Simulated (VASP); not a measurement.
# Te (P6_3/mmc) in VASP: a series of runs

Runs on Te. Level: PBE. Tasks: relaxation of cell and atoms.

All numbers are computed with VASP 6.6.1; they aren't measurements. Logs are shortened: lines on timing, memory, paths and dates and some standing lists are left out, and cuts for length are marked.

## (1) The cell of the first run

Symmetry: P6_3/mmc, No. 194, hexagonal system. The conventional cell has a = 3.458 Å, b = 3.458 Å, c = 5.602 Å, α = 90.00°, β = 90.00°, γ = 120.00°. Within 4.5 Å of Te (site symmetry -6m2) lie 12 Te at 3.44 to 3.46 Å.

This isn't the form of Te at room conditions, which is trigonal, of chains.

## (2) Relaxation of cell and atoms, PBE

INCAR

```
PREC     = Accurate       # precision mode
ENCUT    = 600            # plane-wave cutoff, eV
EDIFF    = 1E-6           # SCF threshold, eV
ISMEAR   = -1             # smearing method
SIGMA    = 0.05           # smearing width, eV
LREAL    = False          # projectors in reciprocal space
LASPH    = True           # aspherical terms in the spheres
NELM     = 60             # most SCF steps
ALGO     = Normal         # electronic algorithm
ISIF     = 3              # what is computed and relaxed
LWAVE    = False          # write WAVECAR
LCHARG   = False          # write CHGCAR
GGA      = PE             # functional
IBRION   = 2              # ionic algorithm
NSW      = 60             # ionic steps
EDIFFG   = -0.005         # ionic threshold
```

KPOINTS

```
regular mesh
0
Gamma
  14 14 8
```

POSCAR

```
Te
1.0
    3.4577541861      0.0000000000      0.0000000000
   -1.7288770931      2.9945029652      0.0000000000
    0.0000000000      0.0000000000      5.6015617816
Te
2
Direct
    0.3333333333      0.6666666667      0.2500000000
    0.6666666667      0.3333333333      0.7500000000
```

Potentials or basis: VASP PAW PBE potentials, release 64 (Te).

The run is started by

```console
$ cat potpaw_PBE.64/Te/POTCAR > POTCAR
$ mpirun -np 1 vasp_std > vasp.out
```

OUTCAR:

```text
PREC = Accurate
   ENCUT = 600
   EDIFF = 1E-6
   ISMEAR = -1
   LREAL = False
   LASPH = True
   NELM = 60
   ISIF = 3
   GGA = PE
   IBRION = 2
   NSW = 60
   EDIFFG = -0.005

 ion  position               nearest neighbor table
   1  0.333  0.667  0.250-   2 3.44   2 3.44   2 3.44   2 3.44   2 3.44   2 3.44
   2  0.667  0.333  0.750-   1 3.44   1 3.44   1 3.44   1 3.44   1 3.44   1 3.44

  LATTYP: Found a hexagonal cell.
 ALAT       =     3.4577541861
 C/A-ratio  =     1.6200000000

  Lattice vectors:

 A1 = (   3.4577541861,   0.0000000000,   0.0000000000)
 A2 = (  -1.7288770931,   2.9945029652,   0.0000000000)
 A3 = (   0.0000000000,   0.0000000000,   5.6015617816)

Analysis of symmetry for initial positions (statically):
=====================================================================
 Subroutine PRICEL returns:
 Original cell was already a primitive cell.

 Routine SETGRP: Setting up the symmetry group for a
 hexagonal supercell.

 Subroutine GETGRP returns: Found 24 space group operations
 (whereof 12 operations were pure point group operations)
 out of a pool of 24 trial point group operations.

The static configuration has the point symmetry D_3d.
 The point group associated with its full space group is D_6h.

Analysis of symmetry for dynamics (positions and initial velocities):
=====================================================================
 Subroutine PRICEL returns:
 Original cell was already a primitive cell.

 Routine SETGRP: Setting up the symmetry group for a
 hexagonal supercell.

 Subroutine GETGRP returns: Found 24 space group operations
 (whereof 12 operations were pure point group operations)
 out of a pool of 24 trial point group operations.

The dynamic configuration has the point symmetry D_3d.
 The point group associated with its full space group is D_6h.

 Subroutine INISYM returns: Found 24 space group operations
 (whereof 12 operations are pure point group operations),
 and found     1 'primitive' translations

----------------------------------------------------------------------------------------

                                     Primitive cell

  volume of cell :      58.0000

  direct lattice vectors                    reciprocal lattice vectors
     3.457754186  0.000000000  0.000000000     0.289205058  0.166972618  0.000000000
    -1.728877093  2.994502965  0.000000000     0.000000000  0.333945236  0.000000000
     0.000000000  0.000000000  5.601561782     0.000000000  0.000000000  0.178521641

  length of vectors
     3.457754186  3.457754186  5.601561782     0.333945236  0.333945236  0.178521641

  position of ions in fractional coordinates (direct lattice)
     0.333333333  0.666666667  0.250000000
     0.666666667  0.333333333  0.750000000

  ion indices of the primitive-cell ions
   primitive index   ion index
                 1           1
                 2           2

----------------------------------------------------------------------------------------

 KPOINTS: regular mesh

Automatic generation of k-mesh.
 Grid dimensions read from file:
 generate k-points for:   14   14    8

 Generating k-lattice:

  Cartesian coordinates                     Fractional coordinates (reciprocal lattice)
     0.020657504  0.011926616  0.000000000     0.071428571  0.000000000  0.000000000
     0.000000000  0.023853231  0.000000000     0.000000000  0.071428571  0.000000000
     0.000000000  0.000000000  0.022315205     0.000000000  0.000000000  0.125000000

  Length of vectors
     0.023853231  0.023853231  0.022315205

  Shift w.r.t. Gamma in fractional coordinates (k-lattice)
     0.000000000  0.000000000  0.000000000

 Subroutine IBZKPT returns following result:
 ===========================================

 Found    120 irreducible k-points:

 Following reciprocal coordinates:
            Coordinates               Weight
  0.000000  0.000000  0.000000      1.000000
  0.071429  0.000000  0.000000      6.000000
  0.142857 -0.000000  0.000000      6.000000
  0.214286 -0.000000  0.000000      6.000000
  0.285714 -0.000000  0.000000      6.000000
  0.357143 -0.000000  0.000000      6.000000
[... 16 lines left out ...]
  0.285714  0.285714  0.000000      6.000000
  0.357143  0.285714  0.000000      6.000000
 [... further k-points ...]
   k-points           NKPTS =    120   k-points in BZ     NKDIM =    120   number of bands    NBANDS=     10
   number of dos      NEDOS =    301   number of ions     NIONS =      2
   total plane-waves  NPLWV =  37632
   dimension x,y,z NGX =    28 NGY =   28 NGZ =   48
   dimension x,y,z NGXF=    56 NGYF=   56 NGZF=   96
   ions per type =               2
   NGX,Y,Z   is equivalent  to a cutoff of  13.46, 13.46, 14.25 a.u.
   NGXF,Y,Z  is equivalent  to a cutoff of  26.92, 26.92, 28.49 a.u.
 SYSTEM =  unknown system
   PREC   = accura    normal or accurate (medium, high low for compatibility)
   ISTART =      0    job   : 0-new  1-cont  2-samecut
   ICHARG =      2    charge: 1-file 2-atom 10-const
   ISPIN  =      1    spin polarized calculation?
   LNONCOLLINEAR =      F non collinear calculations
   LSORBIT =      F    spin-orbit coupling
   LASPH  =      T    aspherical Exc in radial PAW
   ENCUT  =  600.0 eV  44.10 Ry    6.64 a.u.   6.91  6.91 11.19*2*pi/ulx,y,z
   NELM   =     60;   NELMIN=  2; NELMDL= -5     # of ELM steps
   EDIFF  = 0.1E-05   stopping-criterion for ELM
   LREAL  =      F    real-space projection
   EDIFFG = -.5E-02   stopping-criterion for IOM
   NSW    =     60    number of steps for IOM
   IBRION =      2    ionic relax: 0-MD 1-quasi-New 2-CG
   NFREE  =      1    steps in history (QN), initial steepest desc. (CG)
   ISIF   =      3    stress and relaxation
   ISYM   =      2    0-nonsym 1-usesym 2-fastsym
   POTIM  = 0.5000    time-step for ionic-motion
   TEBEG  =    0.0;   TEEND  =   0.0 temperature during run
   PSTRESS=    0.0 pullay stress
   NELECT =      12.0000    total number of electrons
   NUPDOWN=      -1.0000    fix difference up-down
   EMIN   =  10.00;   EMAX   =-10.00  energy-range for DOS
   EFERMI =   0.00;   METHOD = LEGACY
   ISMEAR =    -1;   SIGMA  =   0.05  broadening in eV -4-tet -1-fermi 0-gaus
   EFERMI_NEDOS =   21; number of points for ismear=-14 and -15
   IALGO  =     38    algorithm
   IMIX   =      4    mixing-type and parameters
     AMIX     =   0.40;   BMIX     =  1.00
     AMIX_MAG =   1.60;   BMIX_MAG =  1.00
  volume/ion in A,a.u.               =      29.00       195.70
  Fermi-wavevector in a.u.,A,eV,Ry     =   0.968261  1.829749 12.755870  0.937530
  Thomas-Fermi vector in A             =   2.098216
   LORBIT       =      0    0 simple, 1 ext, 2 COOP (PROOUT), +10 PAW based schemes
   GGA     = PE    functional components
   LHFCALC =     F    Hartree Fock is set to
   AEXX    =    0.0000 exact exchange contribution
   IVDW    =     0    specifies the selected vdW correction
   LEPSILON=     F    determine dielectric tensor
   LRPA    =     F    only Hartree local field effects (RPA)
 conjugate gradient relaxation of ions
 non-spin polarized calculation
  energy-cutoff  :      600.00
  volume of cell :       58.00
 maximum number of plane-waves:      1956
 NGX is ok and might be reduce to    28
   NGX = 13   NGY = 13   NGZ = 23

--------------------------------------- Ionic step        1  -------------------------------------------

 number of electron      12.0000000 magnetization

 Free energy of the ion-electron system (eV)
  ---------------------------------------------------
  ext. energy  EPLUGINS =         0.00000000
  ---------------------------------------------------
  free energy    TOTEN  =        -5.47435838 eV

  energy without entropy =       -5.46012422  energy(sigma->0) =       -5.46724130

------------------------ aborting loop because EDIFF is reached ----------------------------------------

  FORCE on cell =-STRESS in cart. coord.  units (eV):
  Direction    XX          YY          ZZ          XY          YZ          ZX
  --------------------------------------------------------------------------------------
  -------------------------------------------------------------------------------------
  Total        0.1057288      0.1057288     -1.5284430     -0.0000000      0.0000000     -0.0000000
  in kB        2.9206264      2.9206264    -42.2213226     -0.0000000      0.0000000     -0.0000000
  external PRESSURE =     -12.1266899 kB  Pullay stress =       0.0000000 kB
[... 89 lines left out ...]
  FREE ENERGIE OF THE ION-ELECTRON SYSTEM (eV)
  ---------------------------------------------------
  free  energy   TOTEN  =        -5.4997464783 eV

  energy  without entropy=       -5.4888972867  energy(sigma->0) =       -5.49432188

 E-fermi :   8.5065     XC(G=0): -10.1015

 val. band max:        8.5026454832   @ k =   0.2143   0.1429   0.0000
 cond. band min:       8.5147413621   @ k =   0.1429  -0.0000   0.3750
 fundamental gap:      0.0120958789
 Fermi energy:         8.5064783413

 k-point     1 :       0.0000    0.0000    0.0000
  band No.  band energies     occupation
      1      -6.1269      2.00000
      2      -0.1005      2.00000
      3       3.0841      2.00000
      4       6.7303      2.00000
      5       6.7303      2.00000
      6       9.6418      0.00000
      7       9.6418      0.00000
      8      11.4685      0.00000
      9      12.5172      0.00000
     10      14.6037      0.00000
[... 287 lines left out ...]
 k-point    24 :       0.3571    0.2857    0.0000
  band No.  band energies     occupation
      1      -3.3466      2.00000
      2      -2.8682      2.00000
      3       2.6628      2.00000
      4       6.1728      2.00000
      5       6.5416      2.00000
      6       6.7709      2.00000
      7       7.0645      2.00000
      8       9.2003      0.00000
      9      13.1386      0.00000
     10      14.5788      0.00000

 [... further k-points ...]

[... ionic steps 4 to 20 ...]

--------------------------------------- Ionic step       21  -------------------------------------------

 number of electron      12.0000000 magnetization

------------------------ aborting loop because EDIFF is reached ----------------------------------------

  FORCE on cell =-STRESS in cart. coord.  units (eV):
  Direction    XX          YY          ZZ          XY          YZ          ZX
  --------------------------------------------------------------------------------------
  -------------------------------------------------------------------------------------
  Total       -0.0329640     -0.0329640     -0.0818793      0.0000000      0.0000000      0.0000000
  in kB       -0.8393340     -0.8393340     -2.0848189      0.0000000      0.0000000      0.0000000
  external PRESSURE =      -1.2544956 kB  Pullay stress =       0.0000000 kB
[... 57 lines left out ...]
  energy  without entropy=       -5.9317893383  energy(sigma->0) =       -5.93669143

--------------------------------------- Ionic step       23  -------------------------------------------

 number of electron      12.0000000 magnetization

 Free energy of the ion-electron system (eV)
  ---------------------------------------------------
  ext. energy  EPLUGINS =         0.00000000
  ---------------------------------------------------
  free energy    TOTEN  =        -5.94159567 eV

  energy without entropy =       -5.93179034  energy(sigma->0) =       -5.93669301

 E-fermi :   6.7807     XC(G=0):  -9.5215

 val. band max:        6.7254123059   @ k =   0.2143  -0.0000   0.3750
 cond. band min:       6.7922378937   @ k =   0.2143  -0.0000   0.0000
 fundamental gap:      0.0668255878
 Fermi energy:         6.7806783876

 k-point     1 :       0.0000    0.0000    0.0000
  band No.  band energies     occupation
      1      -6.8742      2.00000
      2      -1.8675      2.00000
      3       2.3115      2.00000
      4       4.9285      2.00000
      5       4.9285      2.00000
      6       7.6514      0.00000
      7       7.6514      0.00000
      8       9.9448      0.00000
      9      10.0528      0.00000
     10      12.6504      0.00000
[... 328 lines left out ...]
  FREE ENERGIE OF THE ION-ELECTRON SYSTEM (eV)
  ---------------------------------------------------
  free  energy   TOTEN  =        -5.9415956732 eV

  energy  without entropy=       -5.9317903419  energy(sigma->0) =       -5.93669301

 reached required accuracy - stopping structural energy minimisation
```

Wall time 5.6 min (1 thread of AMD EPYC 9R45 (Zen 5), shared host); peak memory 0.23 GiB.

Results:

```
Free energy                           : -5.9416 eV
Relaxed volume                        : 31.40 Å³/atom
Relaxed cell                          : a = 4.061 Å, b = 4.061 Å, c = 4.396 Å, α = 90.00°, β = 90.00°, γ = 120.00°
Space group after relaxing (to 0.1 Å) : P6_3/mmc (No. 194)
Energy gained by relaxing             : 233.6 meV/atom
Ionic steps                           : 23
Pressure after relaxing               : 0.0 GPa
Band gap on the k mesh                : zero (bands 6 and 7 overlap by 2.08 eV)
```

Step by step:
| step | energy change (eV) | largest force (eV/Å) | pressure (GPa) | volume (Å³) |
| --- | --- | --- | --- | --- |
| 1 | 0.0000 | 0.0000 | -1.21 | 58.00 |
| 2 | -0.0504 | 0.0000 | 0.48 | 56.15 |
| 3 | -0.0254 | 0.0000 | 10.01 | 50.46 |
| 4 | -0.0882 | 0.0000 | 2.93 | 54.09 |
| 5 | -0.1154 | 0.0000 | 2.98 | 54.23 |
| 6 | -0.1983 | 0.0000 | 3.61 | 54.54 |
| 7 | -0.3044 | 0.0000 | 6.83 | 54.64 |
| 8 | -0.2716 | 0.0000 | 9.04 | 54.47 |
| 9 | -0.2992 | 0.0000 | 7.72 | 54.59 |
| 10 | -0.3286 | 0.0000 | 7.10 | 55.38 |
| 11 | -0.3797 | 0.0000 | 5.52 | 57.70 |
| 12 | -0.3574 | 0.0000 | 3.03 | 62.15 |
| 13 | -0.3847 | 0.0000 | 4.17 | 60.06 |
| 14 | -0.4146 | 0.0000 | 3.18 | 60.72 |
| 15 | -0.4631 | 0.0000 | 0.57 | 62.69 |
| 16 | -0.4664 | 0.0000 | -0.21 | 63.35 |
| 17 | -0.4664 | 0.0000 | -0.28 | 63.41 |
| 18 | -0.4666 | 0.0000 | -0.26 | 63.34 |
| 19 | -0.4670 | 0.0000 | -0.19 | 63.12 |
| 20 | -0.4670 | 0.0000 | -0.05 | 62.69 |
| 21 | -0.4672 | 0.0000 | -0.13 | 62.92 |
| 22 | -0.4672 | 0.0000 | -0.02 | 62.82 |
| 23 | -0.4672 | 0.0000 | -0.01 | 62.80 |

Final structure:
```
Te
1.0
     4.06126    0.00000    0.00000
    -2.03063    3.51716    0.00000
     0.00000    0.00000    4.39620
Te
2
Direct
  0.33333 0.66667 0.25000
  0.66667 0.33333 0.75000
```

Caveat: a cell axis changed by over 15 % at a fixed basis, so the end point is rough; spin-orbit coupling is left out, which moves the levels of the heavy elements.

(Part 1 of 2 ends here.)
